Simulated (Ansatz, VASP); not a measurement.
## Cu: VASP beside Ansatz

INCAR

```
  ALGO = Normal
  EDIFF = 1E-8
  ENCUT = 520
  GGA = PS
  ISIF = 2
  ISMEAR = -1
  LASPH = True
  LCHARG = False
  LEFG = True
  LREAL = False
  LWAVE = False
  NBANDS = 12
  NELM = 60
  PREC = Accurate
  SIGMA = 0.03
```

KPOINTS

```
k-points
0
Gamma
  17 17 17
```

The input POSCAR:

```
Cu
1.0
    0.0000000000      1.8436500000      1.8075000000
    1.8436500000      0.0000000000      1.8075000000
    1.8436500000      1.8436500000      0.0000000000
Cu
1
Direct
    0.0000000000      0.0000000000      0.0000000000
```

Input for Ansatz:

```yaml
crystal:
  lattice:
    - [0.0, 1.84365, 1.8075]
    - [1.84365, 0.0, 1.8075]
    - [1.84365, 1.84365, 0.0]
  atoms:
    - { symbol: Cu, position: [0.0, 0.0, 0.0] }
kpoints:
  mp_grid: { grid: [17, 17, 17] }
scf:
  occupations: { method: fermi_dirac, width: 0.03 }
hamiltonian:
  xc: pbesol
  pseudopotentials: { kind: paw }
output:
  forces: true
  stress: true
  eigenvalues: true
  efg: { contact_densities: true }
  write_density: true
  write_potential: true
  elf: true
  volumetric_format: npy
```

Change from the starting cell: equal xx and yy strain of +2 %, PAW files.

Alike in both runs: task electric field gradients; functional PBEsol; k mesh 17 × 17 × 17; occupations fermi-dirac, width 0.03 eV; no spin polarisation.

|  | VASP | Ansatz |
| --- | --- | --- |
| version | VASP 6.6.1 | Ansatz 0.2.0 |
| potentials or method | VASP PAW PBE potentials, release 64 (Cu) | PAW with Ansatz's default frozen-core files, scalar-relativistic |
| plane-wave cutoff (eV) | 520 | 420 |
| valence electrons in the cell | 11 | 19 |

|  | VASP | Ansatz | Ansatz less VASP |
| --- | --- | --- | --- |
| pressure (GPa) | -10.8 | -11.5 | -0.68 |
| traceless stress, the component that is largest in VASP (GPa) | 0.61 | 0.65 | +0.043 |
| size of Vzz on the site where it differs most (V/Å²) | 0.8 | 0.7 | -0.10 |

VASP's potentials were made for PBE, not for PBEsol. VASP's potentials hold 11 valence electrons a cell and Ansatz's 19, so a difference there can come from the potentials and not from the codes.
